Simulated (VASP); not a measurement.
# W (Im-3m) in VASP: further runs

Aim: see how the results for W move with the level of theory and the settings. Levels: PBEsol, r2SCAN. Tasks: single point.

All numbers are computed with VASP 6.6.1; they aren't measurements. Logs are shortened: lines on timing, memory, paths and dates and some standing lists are left out, and cuts for length are marked.

## Step 1: The cell of the first run

The structure is cubic, space group Im-3m (No. 229). Conventional cell: a = 3.160 Å, b = 3.160 Å, c = 3.160 Å, α = 90.00°, β = 90.00°, γ = 90.00°. W (site symmetry m-3m) has 14 W at 2.74 to 3.16 Å within 3.6 Å.

## Step 2: Single point, PBEsol

INCAR reads:

```
SYSTEM = W
PREC     = Accurate       ! precision mode
ENCUT    = 520            ! plane-wave cutoff, eV
EDIFF    = 1E-6           ! SCF threshold, eV
ISMEAR   = 1              ! smearing method
SIGMA    = 0.1            ! smearing width, eV
LREAL    = .FALSE.        ! projectors in reciprocal space
LASPH    = .TRUE.         ! aspherical terms in the spheres
NELM     = 100            ! most SCF steps
ALGO     = Normal         ! electronic algorithm
ISIF     = 2              ! what is computed and relaxed
LWAVE    = .FALSE.        ! write WAVECAR
LCHARG   = .FALSE.        ! write CHGCAR
GGA      = PS             ! functional
NBANDS   = 13             ! bands
```

KPOINTS reads:

```
Automatic mesh
0
G
  36 36 36
  0 0 0
```

POSCAR reads:

```
W
1.0
   -1.5800000000      1.5800000000      1.5800000000
    1.5800000000     -1.5800000000      1.5800000000
    1.5800000000      1.5800000000     -1.5800000000
W
1
Direct
    0.0000000000      0.0000000000      0.0000000000
```

Potentials or basis: VASP PAW PBE potentials, release 64 (W_sv).

Started as:

```bash
$ cat potpaw_PBE.64/W_sv/POTCAR > POTCAR
$ mpirun -np 1 vasp_std > vasp.out
```

OUTCAR:

```text
SYSTEM = W
   PREC = Accurate
   ENCUT = 520
   EDIFF = 1E-6
   ISMEAR = 1
   LREAL = .FALSE.
   LASPH = .TRUE.
   NELM = 100
   ISIF = 2
   GGA = PS

 ion  position               nearest neighbor table
   1  0.000  0.000  0.000-

  LATTYP: Found a body centered cubic cell.
 ALAT       =     3.1600000000

  Lattice vectors:

 A1 = (  -1.5800000000,   1.5800000000,   1.5800000000)
 A2 = (   1.5800000000,  -1.5800000000,   1.5800000000)
 A3 = (   1.5800000000,   1.5800000000,  -1.5800000000)

Analysis of symmetry for initial positions (statically):
=====================================================================
 Subroutine PRICEL returns:
 Original cell was already a primitive cell.

 Routine SETGRP: Setting up the symmetry group for a
 body centered cubic supercell.

 Subroutine GETGRP returns: Found 48 space group operations
 (whereof 48 operations were pure point group operations)
 out of a pool of 48 trial point group operations.

The static configuration has the point symmetry O_h .

Analysis of symmetry for dynamics (positions and initial velocities):
=====================================================================
 Subroutine PRICEL returns:
 Original cell was already a primitive cell.

 Routine SETGRP: Setting up the symmetry group for a
 body centered cubic supercell.

 Subroutine GETGRP returns: Found 48 space group operations
 (whereof 48 operations were pure point group operations)
 out of a pool of 48 trial point group operations.

The dynamic configuration has the point symmetry O_h .

 Subroutine INISYM returns: Found 48 space group operations
 (whereof 48 operations are pure point group operations),
 and found     1 'primitive' translations

----------------------------------------------------------------------------------------

                                     Primitive cell

  volume of cell :      15.7772

  direct lattice vectors                    reciprocal lattice vectors
    -1.580000000  1.580000000  1.580000000     0.000000000  0.316455696  0.316455696
     1.580000000 -1.580000000  1.580000000     0.316455696  0.000000000  0.316455696
     1.580000000  1.580000000 -1.580000000     0.316455696  0.316455696  0.000000000

  length of vectors
     2.736640276  2.736640276  2.736640276     0.447535937  0.447535937  0.447535937

  position of ions in fractional coordinates (direct lattice)
     0.000000000  0.000000000  0.000000000

  ion indices of the primitive-cell ions
   primitive index   ion index
                 1           1

----------------------------------------------------------------------------------------

 KPOINTS: Automatic mesh

Automatic generation of k-mesh.
 Grid dimensions read from file:
 generate k-points for:   36   36   36

 Generating k-lattice:

  Cartesian coordinates                     Fractional coordinates (reciprocal lattice)
     0.000000000  0.008790436  0.008790436     0.027777778  0.000000000  0.000000000
     0.008790436  0.000000000  0.008790436     0.000000000  0.027777778  0.000000000
     0.008790436  0.008790436  0.000000000     0.000000000  0.000000000  0.027777778

  Length of vectors
     0.012431554  0.012431554  0.012431554

  Shift w.r.t. Gamma in fractional coordinates (k-lattice)
     0.000000000  0.000000000  0.000000000

 Subroutine IBZKPT returns following result:
 ===========================================

 Found   1240 irreducible k-points:

 Following reciprocal coordinates:
            Coordinates               Weight
  0.000000  0.000000  0.000000      1.000000
  0.027778  0.000000  0.000000     12.000000
  0.055556  0.000000  0.000000     12.000000
  0.083333  0.000000  0.000000     12.000000
  0.111111  0.000000  0.000000     12.000000
  0.138889  0.000000  0.000000     12.000000
[... 16 lines left out ...]
  0.111111  0.027778 -0.000000     48.000000
  0.138889  0.027778  0.000000     48.000000
 [... further k-points ...]
   k-points           NKPTS =   1240   k-points in BZ     NKDIM =   1240   number of bands    NBANDS=     13
   number of dos      NEDOS =    301   number of ions     NIONS =      1
   total plane-waves  NPLWV =   8000
   dimension x,y,z NGX =    20 NGY =   20 NGZ =   20
   dimension x,y,z NGXF=    40 NGYF=   40 NGZF=   40
   ions per type =               1
   NGX,Y,Z   is equivalent  to a cutoff of  12.15, 12.15, 12.15 a.u.
   NGXF,Y,Z  is equivalent  to a cutoff of  24.30, 24.30, 24.30 a.u.
 SYSTEM =  W
   PREC   = accura    normal or accurate (medium, high low for compatibility)
   ISTART =      0    job   : 0-new  1-cont  2-samecut
   ICHARG =      2    charge: 1-file 2-atom 10-const
   ISPIN  =      1    spin polarized calculation?
   LNONCOLLINEAR =      F non collinear calculations
   LSORBIT =      F    spin-orbit coupling
   LASPH  =      T    aspherical Exc in radial PAW
   ENCUT  =  520.0 eV  38.22 Ry    6.18 a.u.   5.09  5.09  5.09*2*pi/ulx,y,z
   NELM   =    100;   NELMIN=  2; NELMDL= -5     # of ELM steps
   EDIFF  = 0.1E-05   stopping-criterion for ELM
   LREAL  =      F    real-space projection
   EDIFFG = 0.1E-04   stopping-criterion for IOM
   NSW    =      0    number of steps for IOM
   IBRION =     -1    ionic relax: 0-MD 1-quasi-New 2-CG
   NFREE  =      0    steps in history (QN), initial steepest desc. (CG)
   ISIF   =      2    stress and relaxation
   ISYM   =      2    0-nonsym 1-usesym 2-fastsym
   POTIM  = 0.5000    time-step for ionic-motion
   TEBEG  =    0.0;   TEEND  =   0.0 temperature during run
   PSTRESS=    0.0 pullay stress
   NELECT =      14.0000    total number of electrons
   NUPDOWN=      -1.0000    fix difference up-down
   EMIN   =  10.00;   EMAX   =-10.00  energy-range for DOS
   EFERMI =   0.00;   METHOD = LEGACY
   ISMEAR =     1;   SIGMA  =   0.10  broadening in eV -4-tet -1-fermi 0-gaus
   EFERMI_NEDOS =   21; number of points for ismear=-14 and -15
   IALGO  =     38    algorithm
   IMIX   =      4    mixing-type and parameters
     AMIX     =   0.40;   BMIX     =  1.00
     AMIX_MAG =   1.60;   BMIX_MAG =  1.00
  volume/ion in A,a.u.               =      15.78       106.47
  Fermi-wavevector in a.u.,A,eV,Ry     =   1.573163  2.972847 33.672273  2.474842
  Thomas-Fermi vector in A             =   2.674489
   LORBIT       =      0    0 simple, 1 ext, 2 COOP (PROOUT), +10 PAW based schemes
   GGA     = PS    functional components
   LHFCALC =     F    Hartree Fock is set to
   AEXX    =    0.0000 exact exchange contribution
   IVDW    =     0    specifies the selected vdW correction
   LEPSILON=     F    determine dielectric tensor
   LRPA    =     F    only Hartree local field effects (RPA)
 non-spin polarized calculation
 Methfessel and Paxton  Order N= 1 SIGMA  =   0.10
  energy-cutoff  :      520.00
  volume of cell :       15.78
 maximum number of plane-waves:       438
   NGX = 11   NGY = 11   NGZ = 11

 number of electron      14.0000004 magnetization

 Free energy of the ion-electron system (eV)
  ---------------------------------------------------
  ext. energy  EPLUGINS =         0.00000000
  ---------------------------------------------------
  free energy    TOTEN  =       -13.80466072 eV

  energy without entropy =      -13.80488830  energy(sigma->0) =      -13.80473658

 E-fermi :  11.3774     XC(G=0): -13.7881

 val. band max:       11.3770879612   @ k =  -0.4444   0.4722   0.2778
 cond. band min:      11.3802596694   @ k =  -0.1389   0.1667   0.1111
 fundamental gap:      0.0031717082
 Fermi energy:        11.3773822208

 k-point     1 :       0.0000    0.0000    0.0000
  band No.  band energies     occupation
      1     -62.8000      2.00000
      2     -26.3505      2.00000
      3     -26.3505      2.00000
      4     -26.3505      2.00000
      5       1.6638      2.00000
      6      10.0989      2.00000
      7      10.0989      2.00000
      8      10.0989      2.00000
      9      13.5886      0.00000
     10      13.5886      0.00000
     11      25.8957      0.00000
     12      25.8957      0.00000
     13      25.8957      0.00000

 k-point     2 :       0.0278    0.0000    0.0000
  band No.  band energies     occupation
      1     -62.7990      2.00000
      2     -26.3613      2.00000
      3     -26.3539      2.00000
      4     -26.3505      2.00000
      5       1.7019      2.00000
      6      10.0754      2.00000
      7      10.0943      2.00000
      8      10.1354      2.00000
      9      13.5489      0.00000
     10      13.5887      0.00000
     11      25.9292      0.00000
     12      25.9603      0.00000
     13      25.9923      0.00000

 k-point     3 :       0.0556    0.0000    0.0000
  band No.  band energies     occupation
      1     -62.7959      2.00000
      2     -26.3935      2.00000
      3     -26.3639      2.00000
      4     -26.3507      2.00000
      5       1.8150      2.00000
      6      10.0065      2.00000
      7      10.0786      2.00000
      8      10.2446      2.00000
      9      13.4391      0.00000
     10      13.5894      0.00000
     11      26.0261      0.00000
     12      26.1524      0.00000
     13      26.2712      0.00000

 k-point     4 :       0.0833    0.0000    0.0000
  band No.  band energies     occupation
      1     -62.7909      2.00000
      2     -26.4457      2.00000
      3     -26.3801      2.00000
      4     -26.3510      2.00000
      5       2.0000      2.00000
      6       9.8964      2.00000
      7      10.0462      2.00000
      8      10.4255      2.00000
      9      13.2846     -0.00000
     10      13.5922      0.00000
     11      26.1750      0.00000
     12      26.4674      0.00000
     13      26.7009      0.00000

 k-point     5 :       0.1111    0.0000    0.0000
  band No.  band energies     occupation
      1     -62.7841      2.00000
      2     -26.5159      2.00000
      3     -26.4022      2.00000
      4     -26.3513      2.00000
      5       2.2514      2.00000
      6       9.7514      2.00000
      7       9.9898      2.00000
      8      10.6768      2.00000
      9      13.1197     -0.00000
     10      13.5991      0.00000
     11      26.3543      0.00000
     12      26.8985      0.00000
     13      27.2312      0.00000
[... 257 lines left out ...]
 k-point    22 :       0.0833    0.0278   -0.0000
  band No.  band energies     occupation
      1     -62.7870      2.00000
      2     -26.4870      2.00000
      3     -26.3882      2.00000
      4     -26.3550      2.00000
      5       2.1450      2.00000
      6       9.8293      2.00000
      7       9.9892      2.00000
      8      10.5797      2.00000
      9      13.1718     -0.00000
     10      13.6065      0.00000
     11      26.2768      0.00000
     12      26.7434      0.00000
     13      26.9906      0.00000

 k-point    23 :       0.1111    0.0278   -0.0000
  band No.  band energies     occupation
      1     -62.7793      2.00000
      2     -26.5647      2.00000
      3     -26.4131      2.00000
      4     -26.3555      2.00000
      5       2.4260      2.00000
      6       9.6691      2.00000
      7       9.9185      2.00000
      8      10.8666      2.00000
      9      13.0134     -0.00000
     10      13.6228      0.00000
     11      26.4685      0.00000
     12      27.2094      0.00000
     13      27.5397      0.00000

 k-point    24 :       0.1389    0.0278    0.0000
  band No.  band energies     occupation
      1     -62.7702      2.00000
      2     -26.6561      2.00000
      3     -26.4426      2.00000
      4     -26.3560      2.00000
      5       2.7602      2.00000
      6       9.4858      2.00000
      7       9.8183      2.00000
      8      11.2202      2.04871
      9      12.8926     -0.00000
     10      13.6472      0.00000
     11      26.6331      0.00000
     12      27.7712      0.00000
     13      28.0676      0.00000

 [... further k-points ...]

------------------------ aborting loop because EDIFF is reached ----------------------------------------

  FORCE on cell =-STRESS in cart. coord.  units (eV):
  Direction    XX          YY          ZZ          XY          YZ          ZX
  --------------------------------------------------------------------------------------
  -------------------------------------------------------------------------------------
  Total       -0.1118471     -0.1118471     -0.1118471      0.0000000     -0.0000000      0.0000000
  in kB      -11.3580530    -11.3580530    -11.3580530      0.0000000     -0.0000000      0.0000000
  external PRESSURE =     -11.3580530 kB  Pullay stress =       0.0000000 kB

 VOLUME and BASIS-vectors are now :
 -----------------------------------------------------------------------------
  energy-cutoff  :      520.00
  volume of cell :       15.78
      direct lattice vectors                 reciprocal lattice vectors
    -1.580000000  1.580000000  1.580000000     0.000000000  0.316455696  0.316455696
     1.580000000 -1.580000000  1.580000000     0.316455696  0.000000000  0.316455696
     1.580000000  1.580000000 -1.580000000     0.316455696  0.316455696  0.000000000

 POSITION                                       TOTAL-FORCE (eV/Angst)
 -----------------------------------------------------------------------------------
      0.00000      0.00000      0.00000         0.000000      0.000000      0.000000
 -----------------------------------------------------------------------------------
    total drift:                                0.000000     -0.000000     -0.000000

  FREE ENERGIE OF THE ION-ELECTRON SYSTEM (eV)
  ---------------------------------------------------
  free  energy   TOTEN  =       -13.8046607213 eV

  energy  without entropy=      -13.8048883008  energy(sigma->0) =      -13.80473658
```

Run time: 3.7 min. Hardware: 1 thread of Intel Xeon 8259CL, shared host; peak memory 0.33 GiB.

Results:

```
Free energy            : -13.8047 eV
Pressure               : -1.1 GPa
Band gap on the k mesh : zero (band 7 reaches 16.55 eV, above the bottom of band 8 at 10.10 eV)
```

Caveat: the PAW data sets were made with another functional, which shifts forces and pressure a little; spin-orbit coupling is left out, which moves the levels of the heavy elements.

## Step 3: Single point, r2SCAN

This run uses another cell than the first one, of 15.92 Å³/atom, 1.009 times its volume.

POSCAR reads:

```
W
1.0
   -1.5847559370      1.5847559370      1.5847559370
    1.5847559370     -1.5847559370      1.5847559370
    1.5847559370      1.5847559370     -1.5847559370
W
1
Direct
    0.0000000000      0.0000000000      0.0000000000
```

INCAR.step1 reads:

```
SYSTEM = W
PREC = Accurate
ENCUT = 520
ISMEAR = 1
SIGMA = 0.1
LREAL = .FALSE.
LASPH = .TRUE.
NELM = 100
NBANDS = 13
GGA = PE
ALGO = Normal
EDIFF = 1E-4
LWAVE = .TRUE.
LCHARG = .FALSE.
```

INCAR.step2 reads:

```
SYSTEM = W
PREC = Accurate
ENCUT = 520
EDIFF = 1E-7
ISMEAR = 1
SIGMA = 0.1
LREAL = .FALSE.
LASPH = .TRUE.
NELM = 100
ALGO = Normal
ISIF = 2
LWAVE = .FALSE.
LCHARG = .FALSE.
METAGGA = R2SCAN
LMIXTAU = .TRUE.
NBANDS = 13
ISTART = 1
```

KPOINTS reads:

```
regular mesh
0
G
  36 36 36
  0 0 0
```

Potentials or basis: VASP PAW PBE potentials, release 64 (W_sv).

Started as:

```bash
$ cat potpaw_PBE.64/W_sv/POTCAR > POTCAR
$ cp INCAR.step1 INCAR
$ mpirun -np 1 vasp_std > vasp.out
$ cp INCAR.step2 INCAR
$ mpirun -np 1 vasp_std > vasp.out
```

Run time: 17 min. Hardware: 1 thread of Intel Xeon 8259CL, shared host; peak memory 0.34 GiB.

Results (log left out):

| Item | Value |
| --- | --- |
| Free energy | -51.3523 eV |
| Pressure | 1.0 GPa |
| Band gap on the k mesh | zero (band 7 reaches 16.53 eV, above the bottom of band 8 at 9.95 eV) |

Levels at points of the mesh, in eV from the Fermi level:
| k point | band 5 | band 6 | band 7 | band 8 | band 9 | band 10 |
| --- | --- | --- | --- | --- | --- | --- |
| (0.00, 0.00, 0.00) | -10.12 | -1.29 | -1.29 | -1.29 | 2.54 | 2.54 |
| (0.50, 0.00, 0.00) | -6.55 | -3.74 | 0.50 | 2.38 | 3.42 | 6.29 |
| (0.50, 0.50, 0.50) | -6.00 | -6.00 | 5.29 | 5.29 | 5.29 | 8.50 |

Caveat: the PAW data sets were made with another functional, which shifts forces and pressure a little; spin-orbit coupling is left out, which moves the levels of the heavy elements.
